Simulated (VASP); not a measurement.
# ZnS (F-43m) in VASP: settings compared

Aim: see how the results for ZnS move with the level of theory and the settings. Levels: LDA, r2SCAN. Tasks: vibrations by perturbation theory, single point.

All numbers are computed with VASP 6.6.1; they aren't measurements. Logs are shortened: lines on timing, memory, paths and dates and some standing lists are left out, and cuts for length are marked.

**What was measured.**

From “Electronic, vibrational, and thermodynamic properties of ZnS (zincblende and rocksalt structure)”, 2009, arxiv:0911.5022, for a bulk crystal of ZnS at 19 K: band gap 3.85 eV (direct).

The results are compared with them further down.

### Step 1. The cell of the first run

It takes space group F-43m (No. 216, cubic). Conventional cell: a = 5.404 Å, b = 5.404 Å, c = 5.404 Å, α = 90.00°, β = 90.00°, γ = 90.00°. Within 3.1 Å of Zn (site symmetry -43m) lie 4 S at 2.34 Å. S (site symmetry -43m) has 4 Zn at 2.34 Å within 3.1 Å.

### Step 2. Vibrations by perturbation theory, LDA

The input, INCAR:

```
SYSTEM = ZnS
PREC     = Accurate       ! precision mode
ENCUT    = 520            ! plane-wave cutoff, eV
EDIFF    = 1E-8           ! SCF threshold, eV
ISMEAR   = -1             ! smearing method
SIGMA    = 0.05           ! smearing width, eV
LREAL    = .FALSE.        ! projectors in reciprocal space
LASPH    = .TRUE.         ! aspherical terms in the spheres
NELM     = 100            ! most SCF steps
ALGO     = Normal         ! electronic algorithm
ISIF     = 2              ! what is computed and relaxed
LWAVE    = .FALSE.        ! write WAVECAR
LCHARG   = .FALSE.        ! write CHGCAR
GGA      = CA             ! functional
IBRION   = 8              ! ionic algorithm
NSW      = 1              ! ionic steps
```

The input, KPOINTS:

```
Automatic mesh
0
G
  7 7 7
  0 0 0
```

The input, POSCAR:

```
ZnS
1.0
    0.0000000000      2.7020000000      2.7020000000
    2.7020000000      0.0000000000      2.7020000000
    2.7020000000      2.7020000000      0.0000000000
Zn S
1 1
Direct
    0.7500000000      0.7500000000      0.7500000000
    0.0000000000      0.0000000000      0.0000000000
```

Potentials or basis: VASP PAW LDA potentials, release 64 (Zn, S).

Command:

```
> cat potpaw_LDA.64/Zn/POTCAR potpaw_LDA.64/S/POTCAR > POTCAR
> mpirun -np 1 vasp_std > vasp.out
```

OUTCAR:

```text
SYSTEM = ZnS
   PREC = Accurate
   ENCUT = 520
   EDIFF = 1E-8
   ISMEAR = -1
   LREAL = .FALSE.
   LASPH = .TRUE.
   NELM = 100
   ISIF = 2
   GGA = CA
   IBRION = 8
   NSW = 1

 ion  position               nearest neighbor table
   1  0.750  0.750  0.750-   2 2.34   2 2.34   2 2.34   2 2.34
   2  0.000  0.000  0.000-   1 2.34   1 2.34   1 2.34   1 2.34

  LATTYP: Found a face centered cubic cell.
 ALAT       =     5.4040000000

  Lattice vectors:

 A1 = (   0.0000000000,   2.7020000000,   2.7020000000)
 A2 = (   2.7020000000,   0.0000000000,   2.7020000000)
 A3 = (   2.7020000000,   2.7020000000,   0.0000000000)

Analysis of symmetry for initial positions (statically):
=====================================================================
 Subroutine PRICEL returns:
 Original cell was already a primitive cell.

 Routine SETGRP: Setting up the symmetry group for a
 face centered cubic supercell.

 Subroutine GETGRP returns: Found 24 space group operations
 (whereof 24 operations were pure point group operations)
 out of a pool of 48 trial point group operations.

The static configuration has the point symmetry T_d .

Analysis of symmetry for dynamics (positions and initial velocities):
=====================================================================
 Subroutine PRICEL returns:
 Original cell was already a primitive cell.

 Routine SETGRP: Setting up the symmetry group for a
 face centered cubic supercell.

 Subroutine GETGRP returns: Found 24 space group operations
 (whereof 24 operations were pure point group operations)
 out of a pool of 48 trial point group operations.

The dynamic configuration has the point symmetry T_d .

 Subroutine INISYM returns: Found 24 space group operations
 (whereof 24 operations are pure point group operations),
 and found     1 'primitive' translations

----------------------------------------------------------------------------------------

                                     Primitive cell

  volume of cell :      39.4535

  direct lattice vectors                    reciprocal lattice vectors
     0.000000000  2.702000000  2.702000000    -0.185048113  0.185048113  0.185048113
     2.702000000  0.000000000  2.702000000     0.185048113 -0.185048113  0.185048113
     2.702000000  2.702000000  0.000000000     0.185048113  0.185048113 -0.185048113

  length of vectors
     3.821205046  3.821205046  3.821205046     0.320512733  0.320512733  0.320512733

  position of ions in fractional coordinates (direct lattice)
     0.750000000  0.750000000  0.750000000
     0.000000000  0.000000000  0.000000000

  ion indices of the primitive-cell ions
   primitive index   ion index
                 1           1
                 2           2

----------------------------------------------------------------------------------------

 KPOINTS: Automatic mesh

Automatic generation of k-mesh.
 Grid dimensions read from file:
 generate k-points for:    7    7    7

 Generating k-lattice:

  Cartesian coordinates                     Fractional coordinates (reciprocal lattice)
    -0.026435445  0.026435445  0.026435445     0.142857143  0.000000000  0.000000000
     0.026435445 -0.026435445  0.026435445     0.000000000  0.142857143  0.000000000
     0.026435445  0.026435445 -0.026435445     0.000000000  0.000000000  0.142857143

  Length of vectors
     0.045787533  0.045787533  0.045787533

  Shift w.r.t. Gamma in fractional coordinates (k-lattice)
     0.000000000  0.000000000  0.000000000

[... 74 lines left out ...]
   LEPSILON=     F    determine dielectric tensor
   LRPA    =     F    only Hartree local field effects (RPA)
 non-spin polarized calculation
  energy-cutoff  :      520.00
  volume of cell :       39.45
 maximum number of plane-waves:      1073
   NGX = 15   NGY = 15   NGZ = 15

--------------------------------------- Ionic step        1  -------------------------------------------

 number of electron      18.0000000 magnetization

 Free energy of the ion-electron system (eV)
  ---------------------------------------------------
  ext. energy  EPLUGINS =         0.00000000
  ---------------------------------------------------
  free energy    TOTEN  =        -8.17595782 eV

  energy without entropy =       -8.17595782  energy(sigma->0) =       -8.17595782

 E-fermi :   2.9068     XC(G=0): -10.0388

 val. band max:        1.9259134393   @ k =   0.0000   0.0000   0.0000
 cond. band min:       3.8144433128   @ k =   0.0000   0.0000   0.0000
 fundamental gap:      1.8885298735
 Fermi energy:         2.9068404602

 k-point     1 :       0.0000    0.0000    0.0000
  band No.  band energies     occupation
      1     -11.1827      2.00000
      2      -4.5713      2.00000
      3      -4.5713      2.00000
      4      -4.5713      2.00000
      5      -4.0900      2.00000
      6      -4.0900      2.00000
      7       1.9259      2.00000
      8       1.9259      2.00000
      9       1.9259      2.00000
     10       3.8144      0.00000
     11       8.1791      0.00000
     12       8.1791      0.00000
     13       8.1791      0.00000
[... 292 lines left out ...]
      2      -4.4486      2.00000
      3      -4.3172      2.00000
      4      -4.1506      2.00000
      5      -4.1014      2.00000
      6      -3.7144      2.00000
      7      -2.7518      2.00000
      8      -1.1841      2.00000
      9      -0.2726      2.00000
     10       6.8626      0.00000
     11       8.0072      0.00000
     12       9.7264      0.00000
     13      10.6809      0.00000

------------------------ aborting loop because EDIFF is reached ----------------------------------------

  FORCE on cell =-STRESS in cart. coord.  units (eV):
  Direction    XX          YY          ZZ          XY          YZ          ZX
  --------------------------------------------------------------------------------------
  -------------------------------------------------------------------------------------
  Total       -1.0709359     -1.0709359     -1.0709359      0.0000000     -0.0000000      0.0000000
  in kB      -43.4898628    -43.4898628    -43.4898628      0.0000000     -0.0000000      0.0000000
  external PRESSURE =     -43.4898628 kB  Pullay stress =       0.0000000 kB

 VOLUME and BASIS-vectors are now :
 -----------------------------------------------------------------------------
  energy-cutoff  :      520.00
  volume of cell :       39.45
      direct lattice vectors                 reciprocal lattice vectors
     0.000000000  2.702000000  2.702000000    -0.185048113  0.185048113  0.185048113
     2.702000000  0.000000000  2.702000000     0.185048113 -0.185048113  0.185048113
     2.702000000  2.702000000  0.000000000     0.185048113  0.185048113 -0.185048113

 POSITION                                       TOTAL-FORCE (eV/Angst)
 -----------------------------------------------------------------------------------
      4.05300      4.05300      4.05300         0.000000      0.000000      0.000000
      0.00000      0.00000      0.00000        -0.000000     -0.000000     -0.000000
 -----------------------------------------------------------------------------------
    total drift:                                0.000000      0.000000      0.000000

  FREE ENERGIE OF THE ION-ELECTRON SYSTEM (eV)
  ---------------------------------------------------
  free  energy   TOTEN  =        -8.1759578244 eV

  energy  without entropy=       -8.1759578242  energy(sigma->0) =       -8.17595782

[... ionic steps 2 to 3 ...]

--------------------------------------- Ionic step        4  -------------------------------------------

------------------------ aborting loop because EDIFF is reached ----------------------------------------

[... ionic steps 5 to 6 ...]

--------------------------------------- Ionic step        7  -------------------------------------------

 Free energy of the ion-electron system (eV)
  ---------------------------------------------------
  ---------------------------------------------------
  free energy    TOTEN  =        -0.10391127 eV

  energy without entropy =       -0.10391127

------------------------ aborting loop because EDIFF is reached ----------------------------------------

 INTERNAL STRAIN TENSOR  FOR ION    2  DIRECTION 1   (eV/Angst):
 -----------------------------------------------------------------------------
    -0.00273  0.00000  0.00000
     0.00000  0.00837 -4.39275
     0.00000 -4.39275  0.00837

 INTERNAL STRAIN TENSOR FOR ION    2 for displacements in x,y,z  (eV/Angst):
          X           Y           Z          XY          YZ          ZX
  --------------------------------------------------------------------------------
  x     0.00000     0.00000     0.00000     0.00000    -4.39275     0.00000
  y    -0.00000     0.00000    -0.00000     0.00000     0.00000    -4.39275
  z     0.00000     0.00000     0.00000    -4.39275     0.00000     0.00000

 SECOND DERIVATIVES (NOT SYMMETRIZED)
 ------------------------------------
               1X          1Y          1Z          2X          2Y          2Z
  1X    -5.452562    0.000000    0.000000    5.452562    0.000000    0.000000
  1Y     0.000000   -5.452562    0.000000    0.000000    5.452562    0.000000
  1Z     0.000000    0.000000   -5.452562    0.000000    0.000000    5.452562
  2X     5.447395    0.000000    0.000000   -5.447395    0.000000    0.000000
  2Y     0.000000    5.447395    0.000000    0.000000   -5.447395    0.000000
  2Z     0.000000    0.000000    5.447395    0.000000    0.000000   -5.447395

 Eigenvectors and eigenvalues of the dynamical matrix
 ----------------------------------------------------

   1 f  =    7.867544 THz    49.433235 2PiTHz  262.433008 cm-1    32.537531 meV
             X         Y         Z           dx          dy          dz
      4.053000  4.053000  4.053000    -0.571079   -0.055754   -0.000000
      0.000000  0.000000  0.000000     0.815124    0.079580   -0.000000
[... 21 lines left out ...]
   6 f/i=    0.001753 THz     0.011013 2PiTHz    0.058469 cm-1     0.007249 meV
             X         Y         Z           dx          dy          dz
      4.053000  4.053000  4.053000    -0.386777    0.699695    0.177738
      0.000000  0.000000  0.000000    -0.270978    0.490209    0.124524

--------------------------------------------------------------------------------------------------------

 ELASTIC MODULI CONTR FROM IONIC RELAXATION (kBar)
 Direction    XX          YY          ZZ          XY          YZ          ZX
 --------------------------------------------------------------------------------
 XX          -0.0000     -0.0000     -0.0000      0.0000     -0.0000     -0.0000
 YY          -0.0000     -0.0000     -0.0000      0.0000      0.0000      0.0000
 ZZ          -0.0000     -0.0000     -0.0000     -0.0000      0.0000     -0.0000
 XY           0.0000      0.0000     -0.0000   -143.4772      0.0000     -0.0000
 YZ          -0.0000      0.0000      0.0000      0.0000   -143.4772      0.0000
 ZX          -0.0000      0.0000     -0.0000     -0.0000      0.0000   -143.4772
 --------------------------------------------------------------------------------
```

It took 2 min on 1 thread of Intel Xeon 8259CL, shared host; peak memory 0.22 GiB.

What came out:

```
Highest phonon frequency at Γ, LO-TO splitting left out : 262 cm⁻¹
```

Phonon frequencies in cm⁻¹ (negative: imaginary):
```tsv
q point	frequencies
(0.000, 0.000, 0.000)	0 0 0 262 262 262
```

Caveat: the cell stands under pressure or tension, which shifts response properties.

### Step 3. Single point, r2SCAN

The input, INCAR:

```
  ALGO = Normal
  EDIFF = 1E-6
  EFERMI = MIDGAP
  ENCUT = 320
  GGA_COMPAT = False
  ISMEAR = -5
  KPAR = 2
  LASPH = True
  LCHARG = False
  LMIXTAU = True
  LORBIT = 11
  LREAL = False
  LWAVE = False
  METAGGA = R2SCAN
  NBANDS = 25
  NEDOS = 2001
  NELM = 120
  PREC = Accurate
```

The input, KPOINTS:

```
Automatic mesh
0
Gamma
  12 12 12
  0 0 0
```

POSCAR is that of step 2.

Potentials or basis: VASP PAW PBE potentials, release 64 (Zn, S).

Command:

```
> cat potpaw_PBE.64/Zn/POTCAR potpaw_PBE.64/S/POTCAR > POTCAR
> mpirun -np 2 vasp_std > vasp.out
```

It took 45 s on 2 MPI ranks of Intel Xeon Platinum 8488C (Sapphire Rapids), shared host; peak memory 0.14 GiB.

The run converged. Its results:

```
Free energy                                           : -18.8518 eV
Pressure                                              : -0.8 GPa
Band gap on the k mesh                                : 2.67 eV
Valence electrons inside the program's atomic spheres : Zn 10.78; S 3.77
```

Levels at points of the mesh, in eV from the valence-band top:
```tsv
k point	band 6	band 7	band 8	band 9	band 10	band 11	band 12	band 13
(0.00, 0.00, 0.00)	-5.92	0.00	0.00	0.00	2.67	6.90	6.90	6.90
(0.50, 0.00, 0.00)	-5.73	-5.40	-0.89	-0.89	3.81	7.39	7.39	9.41
(0.50, 0.50, 0.00)	-5.71	-4.61	-2.28	-2.28	3.73	4.48	11.76	12.82
```

Caveat: the cutoff is under 1.25 times the usual one of these potentials, so pressure, stress and relaxed cells hold a basis-set (Pulay) error; the PAW data sets were made with another functional, which shifts forces and pressure a little.

### Step 4. Against experiment

Step 3. Measured gap of ZnS: 3.85 eV (direct; 19 K; quoted in “Electronic, vibrational, and thermodynamic properties of ZnS (zincblende and rocksalt structure)”, 2009, arxiv:0911.5022). This calculation gives 2.67 eV (-1.18 eV). The value is that of r2SCAN on a finite k mesh, which can miss the band edges, without temperature or zero-point motion.
